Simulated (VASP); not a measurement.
# NbAs2 in VASP: single point with PBEsol

Aim: the single point of NbAs2 with PBEsol.

Program: VASP 6.6.1. These are calculated values, not measurements. Logs are shortened: lines on timing, memory, paths and dates and some standing lists are left out, and cuts for length are marked.

## Step 1: The cell of the first run

The cell holds a slab with vacuum, 12 atoms: a = 3.361 Å, b = 4.960 Å, c = 26.676 Å, α = 90.00°, β = 90.00°, γ = 109.81°.

## Step 2: Single point, PBEsol

File INCAR:

```
SYSTEM = NbAs2
PREC = Accurate
ENCUT = 520
EDIFF = 1E-7
ISMEAR = 0
SIGMA = 0.1
LREAL = .False.
LASPH = .True.
NELM = 100
ALGO = Fast
ISIF = 2
LWAVE = .False.
LCHARG = .False.
LDIPOL = .True.
IDIPOL = 3
DIPOL = 0.5 0.5 0.500
GGA = PS
NBANDS = 58
ISYM = 0
```

File KPOINTS:

```
regular mesh
0
Gamma
  11 8 1
  0 0 0
```

File POSCAR:

```
NbAs2
1.0
    3.3613228709      0.0000000000      0.0000000000
   -1.6806614354      4.6665248491      0.0000000000
    0.0000000000      0.0000000000     26.6759908888
As Nb
8 4
Direct
    0.5565815607      0.0764959657      0.2811516930
    0.2973273578      0.5579875601      0.2955107376
    0.9922286134      0.9477911847      0.3878079883
    0.2703000731      0.5039341040      0.4427533827
    0.9652024421      0.8937377286      0.5350506334
    0.7059482393      0.3752293230      0.5494096780
    0.4008494949      0.7650329476      0.6417069287
    0.6789209545      0.3211758669      0.6966523232
    0.7081597878      0.3796527733      0.3656120044
    0.5543696588      0.0720725154      0.4649493666
    0.1167806692      0.1968945362      0.6195109449
    0.9629905402      0.8893142783      0.7188483070
```

Potentials or basis: VASP PAW PBE potentials, release 64 (As, Nb_sv).

Started as:

```console
$ cat potpaw_PBE.64/As/POTCAR potpaw_PBE.64/Nb_sv/POTCAR > POTCAR
$ mpirun -np 1 vasp_std > vasp.out
```

OUTCAR:

```text
SYSTEM = NbAs2
   PREC = Accurate
   ENCUT = 520
   EDIFF = 1E-7
   ISMEAR = 0
   LREAL = .False.
   LASPH = .True.
   NELM = 100
   ISIF = 2
   GGA = PS
   ISYM = 0

 ion  position               nearest neighbor table
   1  0.557  0.076  0.281-   2 2.45   9 2.66   2 2.83   2 2.83
   2  0.297  0.558  0.296-   1 2.45   9 2.65   9 2.65   1 2.83   1 2.83
   3  0.992  0.948  0.388-   9 2.69   9 2.69   9 2.72  10 2.72  10 2.72
   4  0.270  0.504  0.443-  10 2.69  10 2.69  10 2.72   9 2.72   9 2.72
   5  0.965  0.894  0.535-   6 2.45  10 2.65  10 2.65  11 2.66   6 2.83   6 2.83
   6  0.706  0.375  0.549-   5 2.45  11 2.65  11 2.65  10 2.66   5 2.83   5 2.83
   7  0.401  0.765  0.642-  11 2.69  11 2.69  11 2.72  12 2.72  12 2.72
   8  0.679  0.321  0.697-  12 2.69  12 2.69  12 2.72  11 2.72  11 2.72
   9  0.708  0.380  0.366-   2 2.65   2 2.65   1 2.66   3 2.69   3 2.69   3 2.72   4 2.72   4 2.72
                            10 3.01
  10  0.554  0.072  0.465-   5 2.65   5 2.65   6 2.66   4 2.69   4 2.69   4 2.72   3 2.72   3 2.72
                             9 3.01
  11  0.117  0.197  0.620-   6 2.65   6 2.65   5 2.66   7 2.69   7 2.69   7 2.72   8 2.72   8 2.72
                            12 3.01
  12  0.963  0.889  0.719-   8 2.69   8 2.69   8 2.72   7 2.72   7 2.72  11 3.01

IMPORTANT INFORMATION: All symmetrisations will be switched off!
NOSYMM: (Re-)initialisation of all symmetry stuff for point group C_1.

----------------------------------------------------------------------------------------

                                     Primitive cell

  volume of cell :     418.4315

  direct lattice vectors                    reciprocal lattice vectors
     3.361322871  0.000000000  0.000000000     0.297501918  0.107146113  0.000000000
    -1.680661435  4.666524849  0.000000000     0.000000000  0.214292227  0.000000000
     0.000000000  0.000000000 26.675990889     0.000000000  0.000000000  0.037486892

  length of vectors
     3.361322871  4.959947281 26.675990889     0.316208287  0.214292227  0.037486892

  position of ions in fractional coordinates (direct lattice)
     0.556581561  0.076495966  0.281151693
     0.297327358  0.557987560  0.295510738
     0.992228613  0.947791185  0.387807988
     0.270300073  0.503934104  0.442753383
     0.965202442  0.893737729  0.535050633
     0.705948239  0.375229323  0.549409678
     0.400849495  0.765032948  0.641706929
     0.678920955  0.321175867  0.696652323
     0.708159788  0.379652773  0.365612004
     0.554369659  0.072072515  0.464949367
     0.116780669  0.196894536  0.619510945
     0.962990540  0.889314278  0.718848307

  ion indices of the primitive-cell ions
   primitive index   ion index
                 1           1
                 2           2
                 3           3
                 4           4
                 5           5
                 6           6
                 7           7
                 8           8
                 9           9
                10          10
                11          11
                12          12

----------------------------------------------------------------------------------------

 KPOINTS: regular mesh

Automatic generation of k-mesh.
 Grid dimensions read from file:
 generate k-points for:   11    8    1

 Generating k-lattice:

  Cartesian coordinates                     Fractional coordinates (reciprocal lattice)
     0.027045629  0.009740556  0.000000000     0.090909091 -0.000000000  0.000000000
     0.000000000  0.026786528  0.000000000     0.000000000  0.125000000  0.000000000
     0.000000000  0.000000000  0.037486892     0.000000000  0.000000000  1.000000000

  Length of vectors
     0.028746208  0.026786528  0.037486892

  Shift w.r.t. Gamma in fractional coordinates (k-lattice)
     0.000000000  0.000000000  0.000000000

 -----------------------------------------------------------------------------
|                                                                             |
|           W    W    AA    RRRRR   N    N  II  N    N   GGGG   !!!           |
|           W    W   A  A   R    R  NN   N  II  NN   N  G    G  !!!           |
|           W    W  A    A  R    R  N N  N  II  N N  N  G       !!!           |
|           W WW W  AAAAAA  RRRRR   N  N N  II  N  N N  G  GGG   !            |
|           WW  WW  A    A  R   R   N   NN  II  N   NN  G    G                |
|           W    W  A    A  R    R  N    N  II  N    N   GGGG   !!!           |
|                                                                             |
[... 18 lines left out ...]
 Following reciprocal coordinates:
            Coordinates               Weight
  0.000000  0.000000  0.000000      1.000000
  0.090909  0.000000  0.000000      2.000000
  0.181818  0.000000  0.000000      2.000000
  0.272727 -0.000000  0.000000      2.000000
  0.363636  0.000000  0.000000      2.000000
  0.454545  0.000000  0.000000      2.000000
[... 16 lines left out ...]
  0.454545  0.250000  0.000000      2.000000
 -0.454545  0.250000  0.000000      2.000000
 [... further k-points ...]
   k-points           NKPTS =     45   k-points in BZ     NKDIM =     45   number of bands    NBANDS=     58
   number of dos      NEDOS =    301   number of ions     NIONS =     12
   total plane-waves  NPLWV = 224000
   dimension x,y,z NGX =    28 NGY =   40 NGZ =  200
   dimension x,y,z NGXF=    56 NGYF=   80 NGZF=  400
   ions per type =               8   4
   NGX,Y,Z   is equivalent  to a cutoff of  13.85, 13.41, 12.46 a.u.
   NGXF,Y,Z  is equivalent  to a cutoff of  27.70, 26.81, 24.93 a.u.
 SYSTEM =  NbAs2
   PREC   = accura    normal or accurate (medium, high low for compatibility)
   ISTART =      0    job   : 0-new  1-cont  2-samecut
   ICHARG =      2    charge: 1-file 2-atom 10-const
   ISPIN  =      1    spin polarized calculation?
   LNONCOLLINEAR =      F non collinear calculations
   LSORBIT =      F    spin-orbit coupling
   LASPH  =      T    aspherical Exc in radial PAW
   ENCUT  =  520.0 eV  38.22 Ry    6.18 a.u.   6.25  9.22 49.60*2*pi/ulx,y,z
   NELM   =    100;   NELMIN=  2; NELMDL= -5     # of ELM steps
   EDIFF  = 0.1E-06   stopping-criterion for ELM
   LREAL  =      F    real-space projection
   EDIFFG = 0.1E-05   stopping-criterion for IOM
   NSW    =      0    number of steps for IOM
   IBRION =     -1    ionic relax: 0-MD 1-quasi-New 2-CG
   NFREE  =      0    steps in history (QN), initial steepest desc. (CG)
   ISIF   =      2    stress and relaxation
   ISYM   =      0    0-nonsym 1-usesym 2-fastsym
   POTIM  = 0.5000    time-step for ionic-motion
   TEBEG  =    0.0;   TEEND  =   0.0 temperature during run
   PSTRESS=    0.0 pullay stress
   NELECT =      92.0000    total number of electrons
   NUPDOWN=      -1.0000    fix difference up-down
   EMIN   =  10.00;   EMAX   =-10.00  energy-range for DOS
   EFERMI =   0.00;   METHOD = LEGACY
   ISMEAR =     0;   SIGMA  =   0.10  broadening in eV -4-tet -1-fermi 0-gaus
   EFERMI_NEDOS =   21; number of points for ismear=-14 and -15
   IALGO  =     68    algorithm
   IMIX   =      4    mixing-type and parameters
     AMIX     =   0.40;   BMIX     =  1.00
     AMIX_MAG =   1.60;   BMIX_MAG =  1.00
  volume/ion in A,a.u.               =      34.87       235.31
  Fermi-wavevector in a.u.,A,eV,Ry     =   0.988089  1.867217 13.283633  0.976320
  Thomas-Fermi vector in A             =   2.119590
   LORBIT       =      0    0 simple, 1 ext, 2 COOP (PROOUT), +10 PAW based schemes
   GGA     = PS    functional components
   LHFCALC =     F    Hartree Fock is set to
   AEXX    =    0.0000 exact exchange contribution
   IVDW    =     0    specifies the selected vdW correction
   LEPSILON=     F    determine dielectric tensor
   LRPA    =     F    only Hartree local field effects (RPA)
 non-spin polarized calculation
 RMM-DIIS sequential band-by-band and
 Gauss-broadening in eV      SIGMA  =   0.10
  energy-cutoff  :      520.00
  volume of cell :      418.43
 maximum number of plane-waves:     11309
 NGX is ok and might be reduce to    28
   NGX = 13   NGY = 19   NGZ = 99

 dipolmoment           0.000000      0.000000      0.305843 electrons x Angstroem

 number of electron      92.0000001 magnetization

 dipolmoment           0.000000      0.000000     -0.193366 electrons x Angstroem

 Free energy of the ion-electron system (eV)
  ---------------------------------------------------
  ext. energy  EPLUGINS =         0.00000000
  ---------------------------------------------------
  free energy    TOTEN  =       -87.18262864 eV

  energy without entropy =      -87.14714099  energy(sigma->0) =      -87.16488482

 E-fermi :   2.1108     XC(G=0):  -6.5593

 val. band max:        2.0967551735   @ k =  -0.0909   0.1250   0.0000
 cond. band min:       2.1130978686   @ k =   0.1818   0.2500   0.0000
 fundamental gap:      0.0163426951
 Fermi energy:         2.1108087201

 k-point     1 :       0.0000    0.0000    0.0000
  band No.  band energies     occupation
      1     -53.0142      2.00000
      2     -52.7463      2.00000
      3     -52.6130      2.00000
      4     -52.4733      2.00000
      5     -29.3374      2.00000
      6     -29.1364      2.00000
[... 1453 lines left out ...]
     57       5.2905      0.00000
     58       5.8506      0.00000

 [... further k-points ...]

------------------------ aborting loop because EDIFF is reached ----------------------------------------

 vacuum level on the upper side and lower side of the slab       (xc-potential included)        -1.228         0.965

  FORCE on cell =-STRESS in cart. coord.  units (eV):
  Direction    XX          YY          ZZ          XY          YZ          ZX
  --------------------------------------------------------------------------------------
  -------------------------------------------------------------------------------------
  Total       -3.4974492     -4.2297811     -0.8175572      0.1283563     -1.0518947      0.0033557
  in kB      -13.3917591    -16.1958631     -3.1304325      0.4914773     -4.0277127      0.0128488
  external PRESSURE =     -10.9060183 kB  Pullay stress =       0.0000000 kB

 VOLUME and BASIS-vectors are now :
 -----------------------------------------------------------------------------
  energy-cutoff  :      520.00
  volume of cell :      418.43
      direct lattice vectors                 reciprocal lattice vectors
     3.361322871  0.000000000  0.000000000     0.297501918  0.107146113  0.000000000
    -1.680661435  4.666524849  0.000000000     0.000000000  0.214292227  0.000000000
     0.000000000  0.000000000 26.675990889     0.000000000  0.000000000  0.037486892

 POSITION                                       TOTAL-FORCE (eV/Angst)
 -----------------------------------------------------------------------------------
      1.74229      0.35697      7.50000        -0.002860      1.308004     -0.677215
      0.06163      2.60386      7.88304        -0.002806     -1.119970      0.442511
      1.74228      4.42289     10.34516        -0.000309     -0.259544     -0.138700
      0.06162      2.35162     11.81089         0.000923      0.140184      0.025384
      1.74229      4.17065     14.27301        -0.000564      0.074184     -0.028311
      1.74229      1.75102     14.65605        -0.000615     -0.041725     -0.130245
      0.06162      3.57005     17.11817         0.003153      0.131912      0.420605
      1.74228      1.49878     18.58389        -0.000517     -0.034953      0.441688
      1.74229      1.77166      9.75306         0.005192     -0.005751      0.114118
      1.74229      0.33633     12.40299         0.000330     -0.042861      0.178128
      0.06162      0.91881     16.52607         0.001940     -0.148551      0.774995
      1.74229      4.15001     19.17599        -0.003866     -0.000931     -1.422960
 -----------------------------------------------------------------------------------
    total drift:                                0.000009     -0.000210     -0.001557

  FREE ENERGIE OF THE ION-ELECTRON SYSTEM (eV)
  ---------------------------------------------------
  free  energy   TOTEN  =       -87.1826286397 eV

  energy  without entropy=      -87.1471409932  energy(sigma->0) =      -87.16488482

 vacuum level on the upper side and lower side of the slab         5.187         7.430
```

It took 2.1 h on 1 thread of Oxide Virtual Turin-like, shared host; peak memory 1 GiB.

Results:

- Free energy: -87.1826 eV
- Largest force: 1.473 eV/Å
- Band gap on the k mesh: zero (bands 46 and 47 overlap by 0.46 eV)

Forces on the atoms (eV/Å):
```
As  -0.003  1.308 -0.677
As  -0.003 -1.120  0.443
As   0.000 -0.260 -0.139
As   0.001  0.140  0.025
As  -0.001  0.074 -0.028
As  -0.001 -0.042 -0.130
As   0.003  0.132  0.421
As  -0.001 -0.035  0.442
Nb   0.005 -0.006  0.114
Nb   0.000 -0.043  0.178
Nb   0.002 -0.149  0.775
Nb  -0.004 -0.001 -1.423
```

Caveat: the PAW data sets were made with another functional, which shifts forces and pressure a little.
